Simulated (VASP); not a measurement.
NaLaMnMoO6:

```
CELL_PARAMETERS angstrom
-2.72294 2.72294 3.89889
2.72294 -2.72294 3.89889
2.72294 2.72294 -3.89889
ATOMIC_POSITIONS crystal
Na 0.25000 0.75000 0.50000
La 0.75000 0.25000 0.50000
Mn 0.50000 0.50000 0.00000
Mo 0.00000 0.00000 0.00000
O 0.20766 0.29607 0.50371
O 0.29605 0.79234 0.08841
O 0.79236 0.70395 0.49629
O 0.70393 0.20764 0.91159
O 0.25194 0.25194 0.00000
O 0.74806 0.74806 0.00000
```

Base run:

- Program: VASP 6.6.1
- Functional: BLYP
- Potentials or basis: VASP PAW PBE potentials, release 64 (Na_pv, La, Mn_pv, Mo_sv, O)
- Cutoff: 520 eV
- k mesh: 5 × 5 × 5
- Occupations: fermi-dirac, width 0.05 eV
- Spin: collinear spin, ferromagnetic start
- Starting moments: [0.0, 0.0, 4.0, 1.0, 0.0, 0.0, 0.0, 0.0, 0.0, 0.0] μB

Its results: pressure 6.0 GPa; net moment -1.66 μB per cell; site moments Na -0.00; La +0.02; Mn -2.17; Mo +0.57; O -0.01 μB; largest force 0.170 eV/Å.

The run is repeated on the same cell with these changes: functional from BLYP to revPBE; cutoff from 520 eV to 600 eV. What comes out?

Pressure 4.3 GPa; net moment -2.25 μB per cell; site moments Na -0.00; La +0.02; Mn -2.69; Mo +0.53; O -0.02, -0.01 (each value once) μB; largest force 0.238 eV/Å.

Caveats: the cell stands under pressure; the PAW data sets were made with another functional, which shifts forces and pressure a little; a cell with one magnetic atom can't hold antiferromagnetic order, which such compounds often take.
